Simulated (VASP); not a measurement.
# Ni (Fm-3m) in VASP: settings compared

Aim: see how the results for Ni move with the level of theory and the settings. Levels: PBE, r2SCAN. Tasks: single point.

Program: VASP 6.6.1. These are calculated values, not measurements. Logs are shortened: lines on timing, memory, paths and dates and some standing lists are left out, and cuts for length are marked.

**1. The cell of the first run**

It takes space group Fm-3m (No. 225, cubic). Conventional cell: a = 3.524 Å, b = 3.524 Å, c = 3.524 Å, α = 90.00°, β = 90.00°, γ = 90.00°. Ni (site symmetry m-3m) has 12 Ni at 2.49 Å within 3.3 Å.

**2. Single point, PBE, collinear spin, ferromagnetic start**

INCAR

```
PREC = Accurate
ENCUT = 520
EDIFF = 1E-7
ISMEAR = 0
SIGMA = 0.05
LREAL = False
LASPH = True
NELM = 150
ALGO = Fast
ISIF = 2
LWAVE = False
LCHARG = False
ISPIN = 2
MAGMOM = 0.8
LORBIT = 11
LMAXMIX = 4
GGA = PE
NBANDS = 15
```

KPOINTS

```
regular mesh
0
Gamma
  10 10 10
```

POSCAR

```
Ni
1.0
    0.0000000000      1.7619350000      1.7619350000
    1.7619350000      0.0000000000      1.7619350000
    1.7619350000      1.7619350000      0.0000000000
Ni
1
Direct
    0.0000000000      0.0000000000      0.0000000000
```

Potentials or basis: VASP PAW PBE potentials, release 64 (Ni).

Run with:

```console
$ cat potpaw_PBE.64/Ni/POTCAR > POTCAR
$ mpirun -np 1 vasp_std > vasp.out
```

OUTCAR:

```text
PREC = Accurate
   ENCUT = 520
   EDIFF = 1E-7
   ISMEAR = 0
   LREAL = False
   LASPH = True
   NELM = 150
   ISIF = 2
   ISPIN = 2
   LORBIT = 11
   GGA = PE

 ion  position               nearest neighbor table
   1  0.000  0.000  0.000-

  LATTYP: Found a face centered cubic cell.
 ALAT       =     3.5238700000

  Lattice vectors:

 A1 = (   0.0000000000,   1.7619350000,   1.7619350000)
 A2 = (   1.7619350000,   0.0000000000,   1.7619350000)
 A3 = (   1.7619350000,   1.7619350000,   0.0000000000)

Analysis of symmetry for initial positions (statically):
=====================================================================
 Subroutine PRICEL returns:
 Original cell was already a primitive cell.

 Routine SETGRP: Setting up the symmetry group for a
 face centered cubic supercell.

 Subroutine GETGRP returns: Found 48 space group operations
 (whereof 48 operations were pure point group operations)
 out of a pool of 48 trial point group operations.

The static configuration has the point symmetry O_h .

Analysis of symmetry for dynamics (positions and initial velocities):
=====================================================================
 Subroutine PRICEL returns:
 Original cell was already a primitive cell.

 Routine SETGRP: Setting up the symmetry group for a
 face centered cubic supercell.

 Subroutine GETGRP returns: Found 48 space group operations
 (whereof 48 operations were pure point group operations)
 out of a pool of 48 trial point group operations.

The dynamic configuration has the point symmetry O_h .

Analysis of structural, dynamic, and magnetic symmetry:
=====================================================================
 Subroutine PRICEL returns:
 Original cell was already a primitive cell.

 Routine SETGRP: Setting up the symmetry group for a
 face centered cubic supercell.

 Subroutine GETGRP returns: Found 48 space group operations
 (whereof 48 operations were pure point group operations)
 out of a pool of 48 trial point group operations.

The overall configuration has the point symmetry O_h .

 Subroutine INISYM returns: Found 48 space group operations
 (whereof 48 operations are pure point group operations),
 and found     1 'primitive' translations

----------------------------------------------------------------------------------------

                                     Primitive cell

  volume of cell :      10.9396

  direct lattice vectors                    reciprocal lattice vectors
     0.000000000  1.761935000  1.761935000    -0.283778914  0.283778914  0.283778914
     1.761935000  0.000000000  1.761935000     0.283778914 -0.283778914  0.283778914
     1.761935000  1.761935000  0.000000000     0.283778914  0.283778914 -0.283778914

  length of vectors
     2.491752373  2.491752373  2.491752373     0.491519496  0.491519496  0.491519496

  position of ions in fractional coordinates (direct lattice)
     0.000000000  0.000000000  0.000000000

  ion indices of the primitive-cell ions
   primitive index   ion index
                 1           1

----------------------------------------------------------------------------------------

 KPOINTS: regular mesh

Automatic generation of k-mesh.
 Grid dimensions read from file:
 generate k-points for:   10   10   10

 Generating k-lattice:

  Cartesian coordinates                     Fractional coordinates (reciprocal lattice)
    -0.028377891  0.028377891  0.028377891     0.100000000  0.000000000  0.000000000
     0.028377891 -0.028377891  0.028377891     0.000000000  0.100000000  0.000000000
     0.028377891  0.028377891 -0.028377891     0.000000000  0.000000000  0.100000000

  Length of vectors
     0.049151950  0.049151950  0.049151950

  Shift w.r.t. Gamma in fractional coordinates (k-lattice)
     0.000000000  0.000000000  0.000000000

 Subroutine IBZKPT returns following result:
 ===========================================

 Found     47 irreducible k-points:

 Following reciprocal coordinates:
            Coordinates               Weight
  0.000000  0.000000  0.000000      1.000000
  0.100000  0.000000  0.000000      8.000000
  0.200000  0.000000  0.000000      8.000000
  0.300000  0.000000  0.000000      8.000000
  0.400000  0.000000  0.000000      8.000000
  0.500000  0.000000  0.000000      4.000000
[... 16 lines left out ...]
  0.300000  0.300000  0.000000      6.000000
  0.400000  0.300000  0.000000     24.000000
 [... further k-points ...]
   k-points           NKPTS =     47   k-points in BZ     NKDIM =     47   number of bands    NBANDS=     15
   number of dos      NEDOS =    301   number of ions     NIONS =      1
   total plane-waves  NPLWV =   8000
   dimension x,y,z NGX =    20 NGY =   20 NGZ =   20
   dimension x,y,z NGXF=    40 NGYF=   40 NGZF=   40
   ions per type =               1
   NGX,Y,Z   is equivalent  to a cutoff of  13.34, 13.34, 13.34 a.u.
   NGXF,Y,Z  is equivalent  to a cutoff of  26.69, 26.69, 26.69 a.u.
 SYSTEM =  unknown system
   PREC   = accura    normal or accurate (medium, high low for compatibility)
   ISTART =      0    job   : 0-new  1-cont  2-samecut
   ICHARG =      2    charge: 1-file 2-atom 10-const
   ISPIN  =      2    spin polarized calculation?
   LNONCOLLINEAR =      F non collinear calculations
   LSORBIT =      F    spin-orbit coupling
   LASPH  =      T    aspherical Exc in radial PAW
   ENCUT  =  520.0 eV  38.22 Ry    6.18 a.u.   4.63  4.63  4.63*2*pi/ulx,y,z
   NELM   =    150;   NELMIN=  2; NELMDL= -5     # of ELM steps
   EDIFF  = 0.1E-06   stopping-criterion for ELM
   LREAL  =      F    real-space projection
   EDIFFG = 0.1E-05   stopping-criterion for IOM
   NSW    =      0    number of steps for IOM
   IBRION =     -1    ionic relax: 0-MD 1-quasi-New 2-CG
   NFREE  =      0    steps in history (QN), initial steepest desc. (CG)
   ISIF   =      2    stress and relaxation
   ISYM   =      2    0-nonsym 1-usesym 2-fastsym
   POTIM  = 0.5000    time-step for ionic-motion
   TEBEG  =    0.0;   TEEND  =   0.0 temperature during run
   PSTRESS=    0.0 pullay stress
   NELECT =      10.0000    total number of electrons
   NUPDOWN=      -1.0000    fix difference up-down
   EMIN   =  10.00;   EMAX   =-10.00  energy-range for DOS
   EFERMI =   0.00;   METHOD = LEGACY
   ISMEAR =     0;   SIGMA  =   0.05  broadening in eV -4-tet -1-fermi 0-gaus
   EFERMI_NEDOS =   21; number of points for ismear=-14 and -15
   IALGO  =     68    algorithm
   IMIX   =      4    mixing-type and parameters
     AMIX     =   0.40;   BMIX     =  1.00
     AMIX_MAG =   1.60;   BMIX_MAG =  1.00
  volume/ion in A,a.u.               =      10.94        73.82
  Fermi-wavevector in a.u.,A,eV,Ry     =   1.588821  3.002436 34.345893  2.524352
  Thomas-Fermi vector in A             =   2.687765
   LORBIT       =     11    0 simple, 1 ext, 2 COOP (PROOUT), +10 PAW based schemes
   GGA     = PE    functional components
   LHFCALC =     F    Hartree Fock is set to
   AEXX    =    0.0000 exact exchange contribution
   IVDW    =     0    specifies the selected vdW correction
   LEPSILON=     F    determine dielectric tensor
   LRPA    =     F    only Hartree local field effects (RPA)
 spin polarized calculation
 RMM-DIIS sequential band-by-band and
 Gauss-broadening in eV      SIGMA  =   0.05
  energy-cutoff  :      520.00
  volume of cell :       10.94
 maximum number of plane-waves:       304
   NGX =  9   NGY =  9   NGZ =  9

 number of electron      10.0000010 magnetization       0.7277776

 Free energy of the ion-electron system (eV)
  ---------------------------------------------------
  ext. energy  EPLUGINS =         0.00000000
  ---------------------------------------------------
  free energy    TOTEN  =        -5.47359952 eV

  energy without entropy =       -5.47114725  energy(sigma->0) =       -5.47237338

 E-fermi :   9.3102     XC(G=0): -13.2260

 val. band max:        9.3086307164   @ k =   0.4000   0.4000   0.0000
 cond. band min:       9.3128814230   @ k =  -0.4000   0.2000   0.0000
 fundamental gap:      0.0042507065
 Fermi energy:         9.3101505270

 spin component 1

 k-point     1 :       0.0000    0.0000    0.0000
  band No.  band energies     occupation
      1       0.3160      1.00000
      2       6.8020      1.00000
      3       6.8020      1.00000
      4       6.8020      1.00000
      5       7.9808      1.00000
      6       7.9808      1.00000
      7      32.9702      0.00000
      8      36.7839      0.00000
      9      36.7839      0.00000
     10      36.7839      0.00000
     11      39.6890      0.00000
     12      39.6890      0.00000
     13      39.6890      0.00000
     14      42.6939      0.00000
     15      48.9035      0.00000

 k-point     2 :       0.1000    0.0000    0.0000
  band No.  band energies     occupation
      1       0.7030      1.00000
      2       6.7084      1.00000
      3       6.8829      1.00000
      4       6.8829      1.00000
      5       7.9494      1.00000
      6       7.9494      1.00000
      7      31.1838      0.00000
      8      34.2208      0.00000
      9      36.0147      0.00000
     10      36.0147      0.00000
     11      40.8594      0.00000
     12      40.8594      0.00000
     13      40.9170      0.00000
     14      45.9521      0.00000
     15      46.2912      0.00000
[... 365 lines left out ...]
      3       7.6366      1.00000
      4       7.9333      1.00000
      5       7.9333      1.00000
      6       8.4339      1.00000
      7      26.6788      0.00000
      8      26.9993      0.00000
      9      26.9993      0.00000
     10      29.6389      0.00000
     11      33.5388      0.00000
     12      50.4529      0.00000
     13      50.4529      0.00000
     14      52.5361      0.00000
     15      52.7794      0.00000

 k-point    24 :       0.4000    0.3000    0.0000
  band No.  band energies     occupation
      1       4.6562      1.00000
      2       5.4713      1.00000
      3       7.5173      1.00000
      4       8.0582      1.00000
      5       8.6090      1.00000
      6       9.2701      0.87125
      7      23.1854      0.00000
      8      24.2459      0.00000
      9      26.1184      0.00000
     10      30.4215      0.00000
     11      34.7620      0.00000
     12      49.4841      0.00000
     13      50.0525      0.00000
     14      54.9160      0.00000
     15      56.2294      0.00000

 [... further k-points ...]

 spin component 2

 k-point     1 :       0.0000    0.0000    0.0000
  band No.  band energies     occupation
      1       0.3019      1.00000
      2       7.6641      1.00000
      3       7.6641      1.00000
      4       7.6641      1.00000
      5       8.6520      1.00000
      6       8.6520      1.00000
      7      32.8189      0.00000
      8      36.7859      0.00000
      9      36.7859      0.00000
     10      36.7859      0.00000
     11      39.8279      0.00000
     12      39.8279      0.00000
     13      39.8279      0.00000
     14      42.5809      0.00000
     15      49.1436      0.00000

 k-point     2 :       0.1000    0.0000    0.0000
  band No.  band energies     occupation
      1       0.6896      1.00000
      2       7.5555      1.00000
      3       7.7473      1.00000
      4       7.7473      1.00000
      5       8.6198      1.00000
      6       8.6198      1.00000
      7      31.1994      0.00000
      8      34.1504      0.00000
      9      36.0743      0.00000
     10      36.0743      0.00000
     11      40.8975      0.00000
     12      40.9227      0.00000
     13      40.9227      0.00000
     14      45.9408      0.00000
     15      46.4972      0.00000
[... 365 lines left out ...]
      3       8.0924      1.00000
      4       8.8537      1.00000
      5       8.8537      1.00000
      6       9.1232      1.00000
      7      26.7589      0.00000
      8      27.0926      0.00000
      9      27.0926      0.00000
     10      29.7824      0.00000
     11      33.7306      0.00000
     12      50.3955      0.00000
     13      50.3955      0.00000
     14      52.5064      0.00000
     15      52.8245      0.00000

 k-point    24 :       0.4000    0.3000    0.0000
  band No.  band energies     occupation
      1       4.9106      1.00000
      2       6.2018      1.00000
      3       8.1288      1.00000
      4       8.8779      1.00000
      5       9.4192      0.00102
      6       9.8787      0.00000
      7      23.3149      0.00000
      8      24.3854      0.00000
      9      26.1966      0.00000
     10      30.5595      0.00000
     11      34.9123      0.00000
     12      49.4930      0.00000
     13      50.0188      0.00000
     14      54.9591      0.00000
     15      56.2173      0.00000

 [... further k-points ...]
[... 5 lines left out ...]
  --------------------------------------------------------------------------------------
  -------------------------------------------------------------------------------------
  Total       -0.0337458     -0.0337458     -0.0337458     -0.0000000     -0.0000000     -0.0000000
  in kB       -4.9423235     -4.9423235     -4.9423235     -0.0000000     -0.0000000     -0.0000000
  external PRESSURE =      -4.9423235 kB  Pullay stress =       0.0000000 kB

 VOLUME and BASIS-vectors are now :
 -----------------------------------------------------------------------------
  energy-cutoff  :      520.00
  volume of cell :       10.94
      direct lattice vectors                 reciprocal lattice vectors
     0.000000000  1.761935000  1.761935000    -0.283778914  0.283778914  0.283778914
     1.761935000  0.000000000  1.761935000     0.283778914 -0.283778914  0.283778914
     1.761935000  1.761935000  0.000000000     0.283778914  0.283778914 -0.283778914

 POSITION                                       TOTAL-FORCE (eV/Angst)
 -----------------------------------------------------------------------------------
      0.00000      0.00000      0.00000        -0.000000     -0.000000     -0.000000
 -----------------------------------------------------------------------------------
    total drift:                                0.000000      0.000000      0.000000

  FREE ENERGIE OF THE ION-ELECTRON SYSTEM (eV)
  ---------------------------------------------------
  free  energy   TOTEN  =        -5.4735995191 eV

  energy  without entropy=       -5.4711472498  energy(sigma->0) =       -5.47237338

 total charge

# of ion       s       p       d       tot
------------------------------------------
    1        0.498   0.497   8.304   9.298

 magnetization (x)

# of ion       s       p       d       tot
------------------------------------------
    1       -0.003  -0.021   0.762   0.738
```

Run time: 33 s. Hardware: 1 thread of Intel Xeon Platinum 8259CL at 2.50GHz (Skylake/Cascade Lake), shared host; peak memory 0.13 GiB.

Results:

| Item | Value |
| --- | --- |
| Free energy | -5.4736 eV |
| Pressure | -0.5 GPa |
| Net moment | 0.73 μB per cell |
| Site moments | Ni +0.74 μB |
| Valence electrons inside the program's atomic spheres | Ni 9.30 |

(Continued in part 2 of 2.)
